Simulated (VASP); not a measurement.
# TaN (Pm-3m) in VASP: a series of runs, part 3 of 3

VASP 6.6.1.

### Step 4. Single point, PBE

This run uses another cell than the first one, of 9.79 Å³/atom, 0.980 times its volume.

Input file INCAR:

```
SYSTEM = TaN
ALGO = Normal ; EDIFF = 1E-6
ENCUT = 600 ; GGA = PE
GGA_COMPAT = .False. ; ISIF = 2
ISMEAR = -1 ; LASPH = .True.
LCHARG = .False. ; LREAL = .False.
LWAVE = .False. ; NBANDS = 16
NELM = 120 ; PREC = Accurate
SIGMA = 0.05
```

Input file KPOINTS:

```
k-points
0
Gamma
  10 10 10
  0 0 0
```

Input file POSCAR:

```
TaN
1.0
    2.6953800863      0.0000000000      0.0000000000
    0.0000000000      2.6953800863      0.0000000000
    0.0000000000      0.0000000000      2.6953800863
Ta N
1 1
Direct
    0.0000000000      0.0000000000      0.0000000000
    0.5000000000      0.5000000000      0.5000000000
```

Run with:

```bash
$ cat potpaw_PBE.64/Ta_sv_GW/POTCAR potpaw_PBE.64/N/POTCAR > POTCAR
$ mpirun -np 1 vasp_std > vasp.out
```

It took 8.9 s on 1 thread of Intel Xeon 6975P-C (Granite Rapids), shared host; peak memory 0.16 GiB.

It converged, with:

```
Free energy            : -23.3352 eV
Pressure               : 21.1 GPa
Band gap on the k mesh : zero (band 9 reaches 21.19 eV, above the bottom of band 10 at 11.80 eV)
```

Levels at points of the mesh, in eV from the Fermi level:
```csv
k point,band 5,band 6,band 7,band 8,band 9,band 10,band 11,band 12,band 13,band 14
"(0.00, 0.00, 0.00)",-18.84,-5.18,-5.18,-2.85,-2.85,-2.85,2.93,4.16,4.16,4.16
"(0.50, 0.00, 0.00)",-15.87,-10.43,-4.93,-4.93,-3.88,4.09,4.81,5.57,5.57,9.08
"(0.50, 0.50, 0.00)",-16.69,-6.16,-6.16,-3.90,-2.22,0.68,0.68,0.95,7.31,12.08
"(0.50, 0.50, 0.50)",-14.42,-9.62,-9.62,-9.62,6.53,6.53,6.53,7.64,7.64,8.73
```

Caveat: spin-orbit coupling is left out, which moves the levels of the heavy elements.

### Step 5. Single point, PBEsol+D4

Input file INCAR:

```
SYSTEM = TaN
PREC = Accurate
ENCUT = 600
EDIFF = 1E-6
ISMEAR = -1
SIGMA = 0.05
LREAL = .FALSE.
LASPH = .TRUE.
NELM = 120
ALGO = Normal
ISIF = 2
LWAVE = .FALSE.
LCHARG = .FALSE.
GGA = PS
IVDW = 13
NBANDS = 16
GGA_COMPAT = .FALSE.
```

Input file KPOINTS:

```
Automatic mesh
0
G
  10 10 10
  0 0 0
```

Input file POSCAR:

```
TaN
1.0
    2.7125892666      0.0000000000      0.0000000000
    0.0000000000      2.7125892666      0.0000000000
    0.0000000000      0.0000000000      2.7125892666
Ta N
1 1
Direct
    0.0000000000      0.0000000000      0.0000000000
    0.5000000000      0.5000000000      0.5000000000
```

Potentials or basis: VASP PAW PBE potentials, release 64 (Ta_sv_GW, N).

Run with:

```bash
$ cat potpaw_PBE.64/Ta_sv_GW/POTCAR potpaw_PBE.64/N/POTCAR > POTCAR
$ mpirun -np 1 vasp_std > vasp.out
```

OUTCAR:

```text
SYSTEM = TaN
   PREC = Accurate
   ENCUT = 600
   EDIFF = 1E-6
   ISMEAR = -1
   LREAL = .FALSE.
   LASPH = .TRUE.
   NELM = 120
   ISIF = 2
   GGA = PS
   IVDW = 13

 ion  position               nearest neighbor table
   1  0.000  0.000  0.000-   2 2.35   2 2.35   2 2.35   2 2.35   2 2.35   2 2.35   2 2.35   2 2.35

   2  0.500  0.500  0.500-   1 2.35   1 2.35   1 2.35   1 2.35   1 2.35   1 2.35   1 2.35   1 2.35

  LATTYP: Found a simple cubic cell.
 ALAT       =     2.7125892666

  Lattice vectors:

 A1 = (   2.7125892666,   0.0000000000,   0.0000000000)
 A2 = (   0.0000000000,   2.7125892666,   0.0000000000)
[... 643 lines left out ...]
  DFT-D4 for vdW energy calculation

  Edisp (eV):   -0.37680

  FORCE on cell =-STRESS in cart. coord.  units (eV):
  Direction    XX          YY          ZZ          XY          YZ          ZX
  --------------------------------------------------------------------------------------
  -------------------------------------------------------------------------------------
  Total      -0.01065    -0.01065    -0.01065     0.00000    -0.00000     0.00000
  in kB      -0.85458    -0.85458    -0.85458     0.00000    -0.00000     0.00000
  external pressure =       -0.85 kB  Pullay stress =        0.00 kB

 VOLUME and BASIS-vectors are now :
 -----------------------------------------------------------------------------
  energy-cutoff  :      600.00
  volume of cell :       19.96
      direct lattice vectors                 reciprocal lattice vectors
     2.712589267  0.000000000  0.000000000     0.368651462  0.000000000  0.000000000
     0.000000000  2.712589267  0.000000000     0.000000000  0.368651462  0.000000000
     0.000000000  0.000000000  2.712589267     0.000000000  0.000000000  0.368651462

 POSITION                                       TOTAL-FORCE (eV/Angst)
 -----------------------------------------------------------------------------------
      0.00000      0.00000      0.00000         0.000000      0.000000      0.000000
      1.35629      1.35629      1.35629         0.000000      0.000000      0.000000
 -----------------------------------------------------------------------------------
    total drift:                                0.000000      0.000000     -0.000000

  FREE ENERGIE OF THE ION-ELECTRON SYSTEM (eV)
  ---------------------------------------------------
  free  energy   TOTEN  =       -25.1934092303 eV

  energy  without entropy=      -25.1932527292  energy(sigma->0) =      -25.19333098
```

OSZICAR:

```text
N       E                     dE             d eps       ncg     rms          rms(c)
DAV:   1     0.102061983476E+03    0.10206E+03   -0.12140E+04  1808   0.131E+03
DAV:   2    -0.245151489667E+02   -0.12658E+03   -0.12188E+03  2472   0.321E+02
DAV:   3    -0.279829173846E+02   -0.34678E+01   -0.34625E+01  2104   0.515E+01
DAV:   4    -0.280043833463E+02   -0.21466E-01   -0.21466E-01  2280   0.459E+00
DAV:   5    -0.280049184370E+02   -0.53509E-03   -0.53509E-03  2472   0.436E-01    0.612E+01
DAV:   6    -0.249529741369E+02    0.30519E+01   -0.49970E+00  2184   0.213E+01    0.565E+01
DAV:   7    -0.248534970182E+02    0.99477E-01   -0.43712E-01  1992   0.557E+00    0.217E+01
DAV:   8    -0.248170413187E+02    0.36456E-01   -0.81018E-02  2208   0.236E+00    0.191E+00
DAV:   9    -0.248165981706E+02    0.44315E-03   -0.27826E-03  2120   0.549E-01    0.677E-01
DAV:  10    -0.248166212397E+02   -0.23069E-04   -0.92391E-04  1928   0.338E-01    0.156E-01
DAV:  11    -0.248166071399E+02    0.14100E-04   -0.41076E-05  2040   0.686E-02    0.612E-02
DAV:  12    -0.248166047617E+02    0.23782E-05   -0.81574E-06  2280   0.281E-02    0.270E-02
DAV:  13    -0.248166047615E+02    0.26512E-09   -0.52921E-07  1144   0.555E-03
   1 F= -.25193409E+02 E0= -.25193331E+02  d E =-.156501E-03
```

stdout:

```text
POSCAR found type information on POSCAR TaN
 POSCAR found :  2 types and       2 ions
 scaLAPACK will be used
 -----------------------------------------------------------------------------
|                                                                             |
|                                                                             |
|     You enforced a specific xc type in the INCAR file but a different       |
|     I HOPE YOU KNOW WHAT YOU ARE DOING!                                     |
|                                                                             |
 -----------------------------------------------------------------------------

 LDA part: xc-table for (Slater+PW92), standard interpolation
 POSCAR, INCAR and KPOINTS ok, starting setup
 FFT: planning ... GRIDC
 FFT: planning ... GRID_SOFT
 FFT: planning ... GRID
 WAVECAR not read
 entering main loop
```

It took 25 s on 1 thread of AMD EPYC 7R13 (Zen 3), shared host; peak memory 0.13 GiB.

Results:

* Free energy: -25.1934 eV
* Pressure: -0.1 GPa
* Band gap on the k mesh: zero (band 9 reaches 20.56 eV, above the bottom of band 10 at 11.38 eV)
* Dispersion energy per atom: -0.188 eV

Levels at points of the mesh, in eV from the Fermi level:
| k point | band 7 | band 8 | band 9 | band 10 | band 11 | band 12 |
| --- | --- | --- | --- | --- | --- | --- |
| (0.00, 0.00, 0.00) | -5.08 | -2.80 | -2.80 | -2.80 | 2.68 | 4.02 |
| (0.50, 0.00, 0.00) | -4.85 | -4.85 | -3.80 | 4.02 | 4.65 | 5.43 |
| (0.50, 0.50, 0.00) | -6.10 | -3.87 | -2.15 | 0.62 | 0.62 | 0.86 |
| (0.50, 0.50, 0.50) | -9.47 | -9.47 | 6.38 | 6.38 | 6.38 | 7.48 |

Caveat: the PAW data sets were made with another functional, which shifts forces and pressure a little; spin-orbit coupling is left out, which moves the levels of the heavy elements; pairwise dispersion overbinds metals, which lowers pressure and volume.

### Step 6. Single point, PBE

This run uses another cell than the first one, of 9.59 Å³/atom, 0.959 times its volume.

Input file INCAR:

```
SYSTEM = TaN
  PREC = Accurate
  ENCUT = 600
  EDIFF = 1E-6
  ISMEAR = -1
  SIGMA = 0.05
  LREAL = .FALSE.
  LASPH = .TRUE.
  NELM = 120
  ALGO = Normal
  ISIF = 2
  LWAVE = .FALSE.
  LCHARG = .TRUE.
  GGA = PE
  LELF = .TRUE.
  LVHAR = .TRUE.
  NBANDS = 16
  GGA_COMPAT = .FALSE.
```

KPOINTS is that of step 5.

Input file POSCAR:

```
TaN
1.0
    2.6765306579      0.0000000000      0.0000000000
    0.0000000000      2.6765306579      0.0000000000
    0.0000000000      0.0000000000      2.6765306579
Ta N
1 1
Direct
    0.0000000000      0.0000000000      0.0000000000
    0.5000000000      0.5000000000      0.5000000000
```

Potentials or basis: VASP PAW PBE potentials, release 64 (Ta_sv_GW, N).

Run with:

```bash
$ cat potpaw_PBE.64/Ta_sv_GW/POTCAR potpaw_PBE.64/N/POTCAR > POTCAR
$ mpirun -np 1 vasp_std > vasp.out
```

Run time: 20 s. Hardware: 1 thread of Intel Xeon Platinum 8375C at 2.90GHz (Ice Lake), shared host; peak memory 0.16 GiB.

The run converged. Its results:

```yaml
Free_energy: -23.2692 eV
Pressure: 30.1 GPa
Band_gap_on_the_k_mesh: zero (band 9 reaches 21.72 eV, above the bottom of band 10 at 12.11 eV)
```

Levels at points of the mesh, in eV from the Fermi level:
| k point | band 5 | band 6 | band 7 | band 8 | band 9 | band 10 | band 11 | band 12 | band 13 | band 14 |
| --- | --- | --- | --- | --- | --- | --- | --- | --- | --- | --- |
| (0.00, 0.00, 0.00) | -19.03 | -5.31 | -5.31 | -2.90 | -2.90 | -2.90 | 3.22 | 4.27 | 4.27 | 4.27 |
| (0.50, 0.00, 0.00) | -15.95 | -10.60 | -5.05 | -5.05 | -3.98 | 4.20 | 4.94 | 5.72 | 5.72 | 9.27 |
| (0.50, 0.50, 0.00) | -16.87 | -6.24 | -6.24 | -3.96 | -2.27 | 0.68 | 0.68 | 1.04 | 7.53 | 12.43 |
| (0.50, 0.50, 0.50) | -14.50 | -9.85 | -9.85 | -9.85 | 6.71 | 6.71 | 6.71 | 7.87 | 7.87 | 8.97 |

Caveat: spin-orbit coupling is left out, which moves the levels of the heavy elements.

### Step 7. Overview

```csv
level,cell,gap on the mesh (eV),pressure (GPa)
PBE,"a = 2.714 Å, 2 atoms",none,13.0
PBEsol,"a = 2.720 Å, 2 atoms",none,-0.1
PBE,"a = 2.695 Å, 2 atoms",none,21.1
PBEsol+D4,"a = 2.713 Å, 2 atoms",none,-0.1
PBE,"a = 2.677 Å, 2 atoms",none,30.1
```

Alike in all rows: task single point; potentials or basis VASP PAW PBE potentials, release 64 (Ta_sv_GW, N); no spin polarisation; k mesh 10 × 10 × 10; cutoff (eV) 600; smearing fermi-dirac 0.05 eV.

Caveats: spin-orbit coupling is left out, which moves the levels of the heavy elements; the PAW data sets were made with another functional, which shifts forces and pressure a little (some runs); pairwise dispersion overbinds metals, which lowers pressure and volume (some runs).

Total energies depend on the potentials used, so only differences within one code and one set of settings carry meaning.
